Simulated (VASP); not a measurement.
# Ga5CoF (P4/mmm) in VASP: single point with PBE

Aim: the single point of Ga5CoF with PBE.

All numbers are computed with VASP 6.6.1; they aren't measurements. Logs are shortened: lines on timing, memory, paths and dates and some standing lists are left out, and cuts for length are marked.

**1. The cell of the first run**

It takes space group P4/mmm (No. 123, tetragonal). Conventional cell: a = 4.047 Å, b = 4.047 Å, c = 6.427 Å, α = 90.00°, β = 90.00°, γ = 90.00°. Ga (site symmetry 2mm) has 2 Co at 2.38 Å and 7 Ga at 2.51 to 2.86 Å and 2 F at 2.82 Å within 3.1 Å. Ga (site symmetry 4/mmm) has 8 Ga at 2.82 Å and 4 F at 2.86 Å within 3.7 Å. F (site symmetry 4/mmm) has 12 Ga at 2.82 to 2.86 Å and 2 Co at 3.21 Å within 3.7 Å. Co (site symmetry 4/mmm) has 8 Ga at 2.38 Å and 2 F at 3.21 Å within 3.3 Å.

**2. Single point, PBE**

INCAR reads:

```
SYSTEM = Ga5CoF
ALGO     = Normal         ! electronic algorithm
EDIFF    = 1E-6           ! SCF threshold, eV
ENCUT    = 520            ! plane-wave cutoff, eV
GGA      = PE             ! functional
ISIF     = 2              ! what is computed and relaxed
ISMEAR   = 1              ! smearing method
LASPH    = .True.         ! aspherical terms in the spheres
LCHARG   = .False.        ! write CHGCAR
LREAL    = .False.        ! projectors in reciprocal space
LWAVE    = .False.        ! write WAVECAR
NBANDS   = 50             ! bands
NELM     = 60             ! most SCF steps
PREC     = Accurate       ! precision mode
SIGMA    = 0.011          ! smearing width, eV
```

KPOINTS reads:

```
k-points
0
Gamma
  6 6 4
  0 0 0
```

POSCAR reads:

```
Ga5CoF
1.0
    4.0469260000      0.0000000000      0.0000000000
    0.0000000000      4.0469260000      0.0000000000
    0.0000000000      0.0000000000      6.4274710000
Ga F Co
5 1 1
Direct
    0.0000000000      0.5000000000      0.3048000000
    0.5000000000      0.0000000000      0.3048000000
    0.0000000000      0.5000000000      0.6952000000
    0.5000000000      0.0000000000      0.6952000000
    0.5000000000      0.5000000000      0.0000000000
    0.0000000000      0.0000000000      0.0000000000
    0.0000000000      0.0000000000      0.5000000000
```

Potentials or basis: VASP PAW PBE potentials, release 64 (Ga_d, F, Co).

Run with:

```console
$ cat potpaw_PBE.64/Ga_d/POTCAR potpaw_PBE.64/F/POTCAR potpaw_PBE.64/Co/POTCAR > POTCAR
$ mpirun -np 1 vasp_std > vasp.out
```

OUTCAR:

```text
SYSTEM = Ga5CoF
   EDIFF = 1E-6
   ENCUT = 520
   GGA = PE
   ISIF = 2
   ISMEAR = 1
   LASPH = .True.
   LREAL = .False.
   NELM = 60
   PREC = Accurate

 ion  position               nearest neighbor table
   1  0.000  0.500  0.305-   7 2.38   7 2.38   3 2.51   5 2.82   5 2.82   2 2.86   2 2.86   2 2.86
                             2 2.86
   2  0.500  0.000  0.305-   7 2.38   7 2.38   4 2.51   5 2.82   5 2.82   1 2.86   1 2.86   1 2.86
                             1 2.86
   3  0.000  0.500  0.695-   7 2.38   7 2.38   1 2.51   5 2.82   5 2.82   4 2.86   4 2.86   4 2.86
                             4 2.86
   4  0.500  0.000  0.695-   7 2.38   7 2.38   2 2.51   5 2.82   5 2.82   3 2.86   3 2.86   3 2.86
                             3 2.86
   5  0.500  0.500  0.000-   1 2.82   2 2.82   3 2.82   4 2.82   2 2.82   4 2.82   1 2.82   3 2.82

   6  0.000  0.000  0.000-
   7  0.000  0.000  0.500-   1 2.38   2 2.38   3 2.38   4 2.38   1 2.38   3 2.38   2 2.38   4 2.38

  LATTYP: Found a simple tetragonal cell.
 ALAT       =     4.0469260000
 C/A-ratio  =     1.5882353668

  Lattice vectors:

 A1 = (   4.0469260000,   0.0000000000,   0.0000000000)
 A2 = (   0.0000000000,   4.0469260000,   0.0000000000)
 A3 = (   0.0000000000,   0.0000000000,   6.4274710000)

Analysis of symmetry for initial positions (statically):
=====================================================================
 Subroutine PRICEL returns:
 Original cell was already a primitive cell.

 Routine SETGRP: Setting up the symmetry group for a
 simple tetragonal supercell.

 Subroutine GETGRP returns: Found 16 space group operations
 (whereof 16 operations were pure point group operations)
 out of a pool of 16 trial point group operations.

The static configuration has the point symmetry D_4h.

Analysis of symmetry for dynamics (positions and initial velocities):
=====================================================================
 Subroutine PRICEL returns:
 Original cell was already a primitive cell.

 Routine SETGRP: Setting up the symmetry group for a
 simple tetragonal supercell.

 Subroutine GETGRP returns: Found 16 space group operations
 (whereof 16 operations were pure point group operations)
 out of a pool of 16 trial point group operations.

The dynamic configuration has the point symmetry D_4h.

 Subroutine INISYM returns: Found 16 space group operations
 (whereof 16 operations are pure point group operations),
 and found     1 'primitive' translations

[... 110 lines left out ...]
   ISIF   =      2    stress and relaxation
   ISYM   =      2    0-nonsym 1-usesym 2-fastsym
   POTIM  = 0.5000    time-step for ionic-motion
   TEBEG  =    0.0;   TEEND  =   0.0 temperature during run
   PSTRESS=    0.0 pullay stress
   NELECT =      81.0000    total number of electrons
   NUPDOWN=      -1.0000    fix difference up-down
   EMIN   =  10.00;   EMAX   =-10.00  energy-range for DOS
   EFERMI =   0.00;   METHOD = LEGACY
   ISMEAR =     1;   SIGMA  =   0.01  broadening in eV -4-tet -1-fermi 0-gaus
   EFERMI_NEDOS =   21; number of points for ismear=-14 and -15
   IALGO  =     38    algorithm
   IMIX   =      4    mixing-type and parameters
     AMIX     =   0.40;   BMIX     =  1.00
     AMIX_MAG =   1.60;   BMIX_MAG =  1.00
  volume/ion in A,a.u.               =      15.04       101.48
  Fermi-wavevector in a.u.,A,eV,Ry     =   1.500167  2.834905 30.619927  2.250501
  Thomas-Fermi vector in A             =   2.611703
   LORBIT       =      0    0 simple, 1 ext, 2 COOP (PROOUT), +10 PAW based schemes
   GGA     = PE    functional components
   LHFCALC =     F    Hartree Fock is set to
   AEXX    =    0.0000 exact exchange contribution
   IVDW    =     0    specifies the selected vdW correction
   LEPSILON=     F    determine dielectric tensor
   LRPA    =     F    only Hartree local field effects (RPA)
 non-spin polarized calculation
 Methfessel and Paxton  Order N= 1 SIGMA  =   0.01
  energy-cutoff  :      520.00
  volume of cell :      105.27
 maximum number of plane-waves:      2870
   NGX = 15   NGY = 15   NGZ = 23

 number of electron      81.0000052 magnetization

 Free energy of the ion-electron system (eV)
  ---------------------------------------------------
  ext. energy  EPLUGINS =         0.00000000
  ---------------------------------------------------
  free energy    TOTEN  =       -25.20455491 eV

  energy without entropy =      -25.20465292  energy(sigma->0) =      -25.20458758

 E-fermi :   6.1996     XC(G=0): -11.5242

 val. band max:        6.1892356477   @ k =   0.3333   0.3333   0.2500
 cond. band min:       6.2184181155   @ k =   0.1667   0.1667   0.5000
 fundamental gap:      0.0291824678
 Fermi energy:         6.1995557242

 k-point     1 :       0.0000    0.0000    0.0000
  band No.  band energies     occupation
      1     -16.0296      2.00000
      2      -9.0196      2.00000
      3      -8.9484      2.00000
      4      -8.9193      2.00000
      5      -8.9050      2.00000
      6      -8.9050      2.00000
[... 1261 lines left out ...]
     49      11.9115      0.00000
     50      12.1114      0.00000

 [... further k-points ...]

------------------------ aborting loop because EDIFF is reached ----------------------------------------

  FORCE on cell =-STRESS in cart. coord.  units (eV):
  Direction    XX          YY          ZZ          XY          YZ          ZX
  --------------------------------------------------------------------------------------
  -------------------------------------------------------------------------------------
  Total        3.4877303      3.4877303      9.1550004      0.0000000      0.0000000     -0.0000000
  in kB       53.0839008     53.0839008    139.3407990      0.0000000      0.0000000     -0.0000000
  external PRESSURE =      81.8362002 kB  Pullay stress =       0.0000000 kB

 VOLUME and BASIS-vectors are now :
 -----------------------------------------------------------------------------
  energy-cutoff  :      520.00
  volume of cell :      105.27
      direct lattice vectors                 reciprocal lattice vectors
     4.046926000  0.000000000  0.000000000     0.247101133  0.000000000  0.000000000
     0.000000000  4.046926000  0.000000000     0.000000000  0.247101133  0.000000000
     0.000000000  0.000000000  6.427471000     0.000000000  0.000000000  0.155582188

 POSITION                                       TOTAL-FORCE (eV/Angst)
 -----------------------------------------------------------------------------------
      0.00000      2.02346      1.95909         0.000000     -0.000000     -0.952351
      2.02346      0.00000      1.95909        -0.000000      0.000000     -0.952351
      0.00000      2.02346      4.46838         0.000000     -0.000000      0.952351
      2.02346      0.00000      4.46838         0.000000      0.000000      0.952351
      2.02346      2.02346      0.00000         0.000000      0.000000      0.000000
      0.00000      0.00000      0.00000         0.000000      0.000000      0.000000
      0.00000      0.00000      3.21374         0.000000      0.000000      0.000000
 -----------------------------------------------------------------------------------
    total drift:                                0.000000      0.000000     -0.000000

  FREE ENERGIE OF THE ION-ELECTRON SYSTEM (eV)
  ---------------------------------------------------
  free  energy   TOTEN  =       -25.2045549062 eV

  energy  without entropy=      -25.2046529187  energy(sigma->0) =      -25.20458758
```

It took 4.7 min on 1 thread of Intel Xeon Platinum 8375C at 2.90GHz (Ice Lake), shared host; peak memory 0.28 GiB.

Results:

| Quantity | Value |
| --- | --- |
| Free energy | -25.2046 eV |
| Pressure | 8.2 GPa |
| Largest force | 0.952 eV/Å |
| Band gap on the k mesh | zero (an odd number of electrons rules out a gap without spin polarisation) |

Forces on the atoms (eV/Å):
```
Ga   0.000  0.000 -0.952
Ga   0.000  0.000 -0.952
Ga   0.000  0.000  0.952
Ga   0.000  0.000  0.952
Ga   0.000  0.000  0.000
F    0.000  0.000  0.000
Co   0.000  0.000  0.000
```

Levels at points of the mesh, in eV from the Fermi level:
```csv
k point,band 38,band 39,band 40,band 41,band 42,band 43
"(0.00, 0.00, 0.00)",-1.28,-1.28,0.29,0.69,2.45,2.60
"(0.50, 0.00, 0.00)",-1.72,-0.99,-0.87,1.04,1.05,2.33
"(0.50, 0.50, 0.00)",-1.64,-1.09,-0.22,-0.10,-0.10,-0.09
"(0.00, 0.00, 0.50)",-1.43,-1.36,-0.56,-0.47,1.03,1.47
"(0.50, 0.00, 0.50)",-1.15,-1.12,0.81,1.00,1.09,1.12
"(0.50, 0.50, 0.50)",-1.64,-1.00,-0.83,-0.43,-0.43,1.15
```

Caveat: the cell stands under pressure; an odd number of electrons without spin polarisation forces a metal; a magnetic or distorted state may lie lower; the run has no spin polarisation, though such a crystal can be magnetic. With open d or f shells a metallic result of PBE can be an artefact of self-interaction; +U or a hybrid may open a gap.
